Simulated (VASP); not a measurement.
# N (P6_3/mmc) in VASP: notebook

Runs on N. Level: PBEsol. Tasks: single point.

All numbers are computed with VASP 6.6.1; they aren't measurements. Logs are shortened: lines on timing, memory, paths and dates and some standing lists are left out, and cuts for length are marked.

## (1) The cell of the first run

The structure is hexagonal, space group P6_3/mmc (No. 194). Conventional cell: a = 4.501 Å, b = 4.501 Å, c = 6.726 Å, α = 90.00°, β = 90.00°, γ = 120.00°. Within 1.4 Å of N (site symmetry 3m) lie 1 N at 1.06 Å.

## (2) Single point, PBEsol (strain +0.080 along x and y, -0.040 along z)

Contents of INCAR:

```
ALGO = Normal
EDIFF = 1E-7
ENCUT = 520
GGA = PS
ISIF = 2
ISMEAR = 0
LASPH = True
LCHARG = True
LELF = True
LREAL = False
LVHAR = True
LWAVE = False
NBANDS = 18
NELM = 60
PREC = Accurate
SIGMA = 0.05
```

Contents of KPOINTS:

```
k-points
0
Gamma
  6 6 4
```

Contents of POSCAR:

```
N
1.0
    4.5006114355      0.0000000000      0.0000000000
   -2.2503057177      3.8976438357      0.0000000000
    0.0000000000      0.0000000000      6.7257633696
N
4
Direct
    0.3333333333      0.6666666667      0.3289300400
    0.3333333333      0.6666666667      0.1710699600
    0.6666666667      0.3333333333      0.8289300400
    0.6666666667      0.3333333333      0.6710699600
```

Potentials or basis: VASP PAW PBE potentials, release 64 (N).

Command:

```console
$ cat potpaw_PBE.64/N/POTCAR > POTCAR
$ mpirun -np 1 vasp_std > vasp.out
```

OUTCAR:

```text
EDIFF = 1E-7
   ENCUT = 520
   GGA = PS
   ISIF = 2
   ISMEAR = 0
   LASPH = True
   LREAL = False
   NELM = 60
   PREC = Accurate

 ion  position               nearest neighbor table
   1  0.333  0.667  0.329-   2 1.06
   2  0.333  0.667  0.171-   1 1.06
   3  0.667  0.333  0.829-   4 1.06
   4  0.667  0.333  0.671-   3 1.06

  LATTYP: Found a hexagonal cell.
 ALAT       =     4.5006114355
 C/A-ratio  =     1.4944110297

  Lattice vectors:

 A1 = (   4.5006114355,   0.0000000000,   0.0000000000)
 A2 = (  -2.2503057177,   3.8976438357,   0.0000000000)
 A3 = (   0.0000000000,   0.0000000000,   6.7257633696)

Analysis of symmetry for initial positions (statically):
[... 10 lines left out ...]

The static configuration has the point symmetry D_3d.
 The point group associated with its full space group is D_6h.

Analysis of symmetry for dynamics (positions and initial velocities):
[... 10 lines left out ...]

The dynamic configuration has the point symmetry D_3d.
 The point group associated with its full space group is D_6h.

 Subroutine INISYM returns: Found 24 space group operations
[... 5 lines left out ...]
                                     Primitive cell

  volume of cell :     117.9819

  direct lattice vectors                    reciprocal lattice vectors
     4.500611435  0.000000000  0.000000000     0.222192032  0.128282629  0.000000000
    -2.250305718  3.897643836  0.000000000     0.000000000  0.256565259  0.000000000
     0.000000000  0.000000000  6.725763370     0.000000000  0.000000000  0.148682008

  length of vectors
     4.500611435  4.500611435  6.725763370     0.256565259  0.256565259  0.148682008

  position of ions in fractional coordinates (direct lattice)
     0.333333333  0.666666667  0.328930040
     0.333333333  0.666666667  0.171069960
     0.666666667  0.333333333  0.828930040
     0.666666667  0.333333333  0.671069960

  ion indices of the primitive-cell ions
   primitive index   ion index
                 1           1
                 2           2
                 3           3
                 4           4

----------------------------------------------------------------------------------------

 KPOINTS: k-points

Automatic generation of k-mesh.
 Grid dimensions read from file:
 generate k-points for:    6    6    4
[... 53 lines left out ...]
   ICHARG =      2    charge: 1-file 2-atom 10-const
   ISPIN  =      1    spin polarized calculation?
   LNONCOLLINEAR =      F non collinear calculations
   LSORBIT =      F    spin-orbit coupling
   LASPH  =      T    aspherical Exc in radial PAW
   ENCUT  =  520.0 eV  38.22 Ry    6.18 a.u.   8.37  8.37 12.51*2*pi/ulx,y,z
   NELM   =     60;   NELMIN=  2; NELMDL= -5     # of ELM steps
   EDIFF  = 0.1E-06   stopping-criterion for ELM
   LREAL  =      F    real-space projection
   EDIFFG = 0.1E-05   stopping-criterion for IOM
   NSW    =      0    number of steps for IOM
   IBRION =     -1    ionic relax: 0-MD 1-quasi-New 2-CG
   NFREE  =      0    steps in history (QN), initial steepest desc. (CG)
   ISIF   =      2    stress and relaxation
   ISYM   =      2    0-nonsym 1-usesym 2-fastsym
   POTIM  = 0.5000    time-step for ionic-motion
   TEBEG  =    0.0;   TEEND  =   0.0 temperature during run
   PSTRESS=    0.0 pullay stress
   NELECT =      20.0000    total number of electrons
   NUPDOWN=      -1.0000    fix difference up-down
   EMIN   =  10.00;   EMAX   =-10.00  energy-range for DOS
   EFERMI =   0.00;   METHOD = LEGACY
   ISMEAR =     0;   SIGMA  =   0.05  broadening in eV -4-tet -1-fermi 0-gaus
   EFERMI_NEDOS =   21; number of points for ismear=-14 and -15
   IALGO  =     38    algorithm
   IMIX   =      4    mixing-type and parameters
     AMIX     =   0.40;   BMIX     =  1.00
     AMIX_MAG =   1.60;   BMIX_MAG =  1.00
  volume/ion in A,a.u.               =      29.50       199.05
  Fermi-wavevector in a.u.,A,eV,Ry     =   0.906038  1.712164 11.169089  0.820905
  Thomas-Fermi vector in A             =   2.029678
   LORBIT       =      0    0 simple, 1 ext, 2 COOP (PROOUT), +10 PAW based schemes
   GGA     = PS    functional components
   LHFCALC =     F    Hartree Fock is set to
   AEXX    =    0.0000 exact exchange contribution
   IVDW    =     0    specifies the selected vdW correction
   LEPSILON=     F    determine dielectric tensor
   LRPA    =     F    only Hartree local field effects (RPA)
 non-spin polarized calculation
 Gauss-broadening in eV      SIGMA  =   0.05
  energy-cutoff  :      520.00
  volume of cell :      117.98
 maximum number of plane-waves:      3211
 NGX is ok and might be reduce to    36
   NGX = 17   NGY = 17   NGZ = 25

 number of electron      19.9999996 magnetization

 Free energy of the ion-electron system (eV)
  ---------------------------------------------------
  ext. energy  EPLUGINS =         0.00000000
  ---------------------------------------------------
  free energy    TOTEN  =       -33.71263955 eV

  energy without entropy =      -33.71263955  energy(sigma->0) =      -33.71263955

 E-fermi :  -6.8364     XC(G=0):  -5.3513

 val. band max:       -7.1068385314   @ k =   0.0000   0.0000   0.0000
 cond. band min:       0.4682129506   @ k =   0.3333   0.3333   0.0000
 fundamental gap:      7.5750514820
 Fermi energy:        -6.8363737945

 k-point     1 :       0.0000    0.0000    0.0000
  band No.  band energies     occupation
      1     -26.2931      2.00000
      2     -26.2741      2.00000
      3     -10.7590      2.00000
      4     -10.1282      2.00000
      5      -9.3236      2.00000
      6      -9.3236      2.00000
[... 418 lines left out ...]
      5      -9.3666      2.00000
      6      -9.3666      2.00000
[... 10 lines left out ...]
     17       5.2714      0.00000
     18       5.2714      0.00000

------------------------ aborting loop because EDIFF is reached ----------------------------------------

  FORCE on cell =-STRESS in cart. coord.  units (eV):
  Direction    XX          YY          ZZ          XY          YZ          ZX
  --------------------------------------------------------------------------------------
  -------------------------------------------------------------------------------------
  Total       -0.0946361     -0.0946361     19.4150273     -0.0000000      0.0000000      0.0000000
  in kB       -1.2851457     -1.2851457    263.6533749     -0.0000000      0.0000000      0.0000000
  external PRESSURE =      87.0276945 kB  Pullay stress =       0.0000000 kB

 VOLUME and BASIS-vectors are now :
 -----------------------------------------------------------------------------
  energy-cutoff  :      520.00
  volume of cell :      117.98
      direct lattice vectors                 reciprocal lattice vectors
     4.500611435  0.000000000  0.000000000     0.222192032  0.128282629  0.000000000
    -2.250305718  3.897643836  0.000000000     0.000000000  0.256565259  0.000000000
     0.000000000  0.000000000  6.725763370     0.000000000  0.000000000  0.148682008

 POSITION                                       TOTAL-FORCE (eV/Angst)
 -----------------------------------------------------------------------------------
     -0.00000      2.59843      2.21231         0.000000      0.000000      9.245763
     -0.00000      2.59843      1.15058        -0.000000     -0.000000     -9.245763
      2.25031      1.29921      5.57519         0.000000      0.000000      9.245763
      2.25031      1.29921      4.51346         0.000000     -0.000000     -9.245763
 -----------------------------------------------------------------------------------
    total drift:                               -0.000000      0.000000     -0.000000

  FREE ENERGIE OF THE ION-ELECTRON SYSTEM (eV)
  ---------------------------------------------------
  free  energy   TOTEN  =       -33.7126395511 eV

  energy  without entropy=      -33.7126395511  energy(sigma->0) =      -33.71263955
```

OSZICAR:

```text
N       E                     dE             d eps       ncg     rms          rms(c)
DAV:   1     0.128164937868E+03    0.12816E+03   -0.88275E+03   756   0.895E+02
DAV:   2    -0.236353099606E+02   -0.15180E+03   -0.14736E+03  1004   0.224E+02
DAV:   3    -0.357981523126E+02   -0.12163E+02   -0.12091E+02   910   0.725E+01
DAV:   4    -0.359002572603E+02   -0.10210E+00   -0.10206E+00   832   0.834E+00
DAV:   5    -0.359010995392E+02   -0.84228E-03   -0.84226E-03   872   0.680E-01    0.122E+01
DAV:   6    -0.341156196570E+02    0.17855E+01   -0.22535E+00   810   0.996E+00    0.703E+00
DAV:   7    -0.337189928535E+02    0.39663E+00   -0.14995E+00   942   0.814E+00    0.200E+00
DAV:   8    -0.337126466368E+02    0.63462E-02   -0.11034E-01   790   0.240E+00    0.316E-01
DAV:   9    -0.337122150146E+02    0.43162E-03   -0.55066E-03   776   0.502E-01    0.148E-01
DAV:  10    -0.337126423602E+02   -0.42735E-03   -0.61635E-04   756   0.223E-01    0.625E-02
DAV:  11    -0.337126335334E+02    0.88268E-05   -0.34419E-05   800   0.553E-02    0.101E-02
DAV:  12    -0.337126380652E+02   -0.45319E-05   -0.18132E-05   756   0.348E-02    0.164E-02
DAV:  13    -0.337126394139E+02   -0.13487E-05   -0.16140E-06   780   0.116E-02    0.288E-03
DAV:  14    -0.337126395934E+02   -0.17944E-06   -0.42787E-07   768   0.453E-03    0.269E-04
DAV:  15    -0.337126395511E+02    0.42261E-07   -0.20754E-08   612   0.120E-03
   1 F= -.33712640E+02 E0= -.33712640E+02  d E =-.384530E-16
```

It took 18 s on 1 thread of Intel Xeon 6975P-C (Granite Rapids), shared host; peak memory 0.23 GiB.

What came out:

```yaml
Free_energy: -33.7126 eV
Pressure: 8.7 GPa
Largest_force: 9.246 eV/Å
Band_gap_on_the_k_mesh: 7.58 eV, indirect (least direct gap 7.90 eV)
```

Forces in eV/Å, atoms in the order of the input:
```
N    0.000  0.000  9.246
N    0.000  0.000 -9.246
N    0.000  0.000  9.246
N    0.000  0.000 -9.246
```

Stress tensor (GPa, compression positive):
```
-0.13  0.00  0.00
 0.00 -0.13  0.00
 0.00  0.00 26.37
```

Caveat: the cell differs from its parent crystal (strain +0.080 along x and y, -0.040 along z); the standard files for N, O and F lose accuracy on very short bonds; the PAW data sets were made with another functional, which shifts forces and pressure a little. A k mesh can miss the band edges.

## (3) Single point, PBEsol (strain +0.040 along x and y, +0.040 along z)

Contents of INCAR:

```
PREC = Accurate ; ENCUT = 520
EDIFF = 1E-7 ; ISMEAR = 0
SIGMA = 0.05 ; LREAL = False
LASPH = True ; NELM = 80
ALGO = Normal ; ISIF = 2
LWAVE = False ; LCHARG = False
GGA = PS ; NBANDS = 18
```

Contents of KPOINTS:

```
regular mesh
0
Gamma
  6 6 4
```

Contents of POSCAR:

```
N
1.0
    4.3339221230      0.0000000000      0.0000000000
   -2.1669610615      3.7532866566      0.0000000000
    0.0000000000      0.0000000000      7.2862436504
N
4
Direct
    0.3333333333      0.6666666667      0.3289300400
    0.3333333333      0.6666666667      0.1710699600
    0.6666666667      0.3333333333      0.8289300400
    0.6666666667      0.3333333333      0.6710699600
```

Potentials or basis: VASP PAW PBE potentials, release 64 (N).

Command:

```console
$ cat potpaw_PBE.64/N/POTCAR > POTCAR
$ mpirun -np 1 vasp_std > vasp.out
```

It took 18 s on 1 thread of Intel Xeon 6975P-C (Granite Rapids), shared host; peak memory 0.21 GiB.

The run converged. Its results:

| Quantity | Value |
| --- | --- |
| Free energy | -33.9402 eV |
| Pressure | -5.3 GPa |
| Largest force | 5.071 eV/Å |
| Band gap on the k mesh | 6.70 eV, indirect (least direct gap 6.95 eV) |

Forces in eV/Å, atoms in the order of the input:
```
N    0.000  0.000 -5.071
N    0.000  0.000  5.071
N    0.000  0.000 -5.071
N    0.000  0.000  5.071
```

Stress tensor (GPa, compression positive):
```
 -0.04   0.00   0.00
  0.00  -0.04   0.00
  0.00   0.00 -15.87
```

Levels at points of the mesh, in eV from the valence-band top:
```
           k point  band 8  band 9  band 10  band 11  band 12  band 13
(0.00, 0.00, 0.00)   -1.36   -0.86     0.00     7.24     7.24     7.61
(0.50, 0.00, 0.00)   -1.38   -0.44    -0.17     6.79     7.03     7.31
(0.00, 0.00, 0.50)   -1.40   -0.40    -0.40     7.42     7.42     7.42
(0.50, 0.00, 0.50)   -1.45   -0.34    -0.34     7.06     7.06     7.35
```

Caveat: the cell differs from its parent crystal (strain +0.040 along x and y, +0.040 along z); the standard files for N, O and F lose accuracy on very short bonds; the PAW data sets were made with another functional, which shifts forces and pressure a little. A k mesh can miss the band edges.

## (4) Single point, PBEsol (strain +0.080 along x and y, +0.000 along z)

Contents of INCAR:

```
SYSTEM = N
PREC = Accurate
ENCUT = 520
EDIFF = 1E-6
ISMEAR = 0
SIGMA = 0.05
LREAL = .False.
LASPH = .True.
NELM = 100
ALGO = Normal
ISIF = 2
LWAVE = .False.
LCHARG = .True.
GGA = PS
LELF = .True.
LVHAR = .True.
NBANDS = 18
```

Contents of KPOINTS:

```
Automatic mesh
0
Gamma
  6 6 4
  0 0 0
```

Contents of POSCAR:

```
N
1.0
    4.5006114355      0.0000000000      0.0000000000
   -2.2503057177      3.8976438357      0.0000000000
    0.0000000000      0.0000000000      7.0060035100
N
4
Direct
    0.3333333333      0.6666666667      0.3289300400
    0.3333333333      0.6666666667      0.1710699600
    0.6666666667      0.3333333333      0.8289300400
    0.6666666667      0.3333333333      0.6710699600
```

Command:

```console
$ cat potpaw_PBE.64/N/POTCAR > POTCAR
$ mpirun -np 1 vasp_std > vasp.out
```

Run time: 18 s. Hardware: 1 thread of Intel Xeon 6975P-C (Granite Rapids), shared host; peak memory 0.23 GiB.

It converged, with:

```yaml
Free_energy: -34.1430 eV
Pressure: 0.7 GPa
Largest_force: 0.892 eV/Å
Band_gap_on_the_k_mesh: 7.17 eV, indirect (least direct gap 7.45 eV)
```

Forces on the atoms (eV/Å):
```
N    0.000  0.000  0.892
N    0.000  0.000 -0.892
N    0.000  0.000  0.892
N    0.000  0.000 -0.892
```

Stress tensor (GPa, compression positive):
```
-0.09  0.00  0.00
 0.00 -0.09  0.00
 0.00  0.00  2.39
```

Levels at points of the mesh, in eV from the valence-band top:
| k point | band 8 | band 9 | band 10 | band 11 | band 12 | band 13 |
| --- | --- | --- | --- | --- | --- | --- |
| (0.00, 0.00, 0.00) | -1.71 | -0.84 | 0.00 | 7.70 | 7.70 | 8.16 |
| (0.50, 0.00, 0.00) | -1.71 | -0.46 | -0.19 | 7.31 | 7.48 | 7.90 |
| (0.00, 0.00, 0.50) | -1.75 | -0.39 | -0.39 | 7.92 | 7.92 | 7.92 |
| (0.50, 0.00, 0.50) | -1.79 | -0.35 | -0.35 | 7.60 | 7.60 | 7.85 |

Caveat: the cell differs from its parent crystal (strain +0.080 along x and y, +0.000 along z); the standard files for N, O and F lose accuracy on very short bonds; the PAW data sets were made with another functional, which shifts forces and pressure a little. A k mesh can miss the band edges.

## (5) Single point, PBEsol (strain +0.040 along x and y, +0.080 along z)

Contents of INCAR:

```
  PREC = Accurate
  ENCUT = 520
  EDIFF = 1E-6
  ISMEAR = 0
  SIGMA = 0.05
  LREAL = F
  LASPH = T
  NELM = 60
  ALGO = Normal
  ISIF = 2
  LWAVE = F
  LCHARG = F
  GGA = PS
  NBANDS = 18
```

Contents of KPOINTS:

```
regular mesh
0
Gamma
  6 6 4
```

Contents of POSCAR:

```
N
1.0
    4.3339221230      0.0000000000      0.0000000000
   -2.1669610615      3.7532866566      0.0000000000
    0.0000000000      0.0000000000      7.5664837908
N
4
Direct
    0.3333333333      0.6666666667      0.3289300400
    0.3333333333      0.6666666667      0.1710699600
    0.6666666667      0.3333333333      0.8289300400
    0.6666666667      0.3333333333      0.6710699600
```

Command:

```console
$ cat potpaw_PBE.64/N/POTCAR > POTCAR
$ mpirun -np 1 vasp_std > vasp.out
```

Run time: 14 s. Hardware: 1 thread of Intel Xeon 6975P-C (Granite Rapids), shared host; peak memory 0.22 GiB.

The run converged. Its results:

```yaml
Free_energy: -33.2981 eV
Pressure: -9.6 GPa
Largest_force: 9.200 eV/Å
Band_gap_on_the_k_mesh: 6.35 eV, indirect (least direct gap 6.54 eV)
```

Forces on the atoms (eV/Å):
```
N    0.000  0.000 -9.200
N    0.000  0.000  9.200
N    0.000  0.000 -9.200
N    0.000  0.000  9.200
```

Stress tensor (GPa, compression positive):
```
 -0.05   0.00   0.00
  0.00  -0.05   0.00
  0.00   0.00 -28.70
```

Levels at points of the mesh, in eV from the valence-band top:
| k point | band 8 | band 9 | band 10 | band 11 | band 12 | band 13 |
| --- | --- | --- | --- | --- | --- | --- |
| (0.00, 0.00, 0.00) | -1.02 | -0.76 | 0.00 | 6.82 | 6.82 | 7.12 |
| (0.50, 0.00, 0.00) | -1.05 | -0.38 | -0.14 | 6.40 | 6.64 | 6.83 |
| (0.00, 0.00, 0.50) | -1.06 | -0.37 | -0.37 | 6.97 | 6.97 | 6.97 |
| (0.50, 0.00, 0.50) | -1.11 | -0.30 | -0.30 | 6.63 | 6.63 | 6.89 |

Caveat: the cell differs from its parent crystal (strain +0.040 along x and y, +0.080 along z); the standard files for N, O and F lose accuracy on very short bonds; the PAW data sets were made with another functional, which shifts forces and pressure a little.

## (6) Summary

```csv
cell,gap on the mesh (eV),pressure (GPa),largest force (eV/Å)
"a = 4.501, b = 4.501, c = 6.726 Å, angles 90.0, 90.0, 120.0°, 4 atoms",7.58,8.7,9.25
"a = 4.334, b = 4.334, c = 7.286 Å, angles 90.0, 90.0, 120.0°, 4 atoms",6.70,-5.3,5.07
"a = 4.501, b = 4.501, c = 7.006 Å, angles 90.0, 90.0, 120.0°, 4 atoms",7.17,0.7,0.89
"a = 4.334, b = 4.334, c = 7.566 Å, angles 90.0, 90.0, 120.0°, 4 atoms",6.35,-9.6,9.20
```

Alike in all rows: task single point; level PBEsol; potentials or basis VASP PAW PBE potentials, release 64 (N); no spin polarisation; k mesh 6 × 6 × 4; cutoff (eV) 520; smearing gaussian 0.05 eV.

Caveats: the standard files for N, O and F lose accuracy on very short bonds; the PAW data sets were made with another functional, which shifts forces and pressure a little.

Total energies depend on the potentials used, so only differences within one code and one set of settings carry meaning.
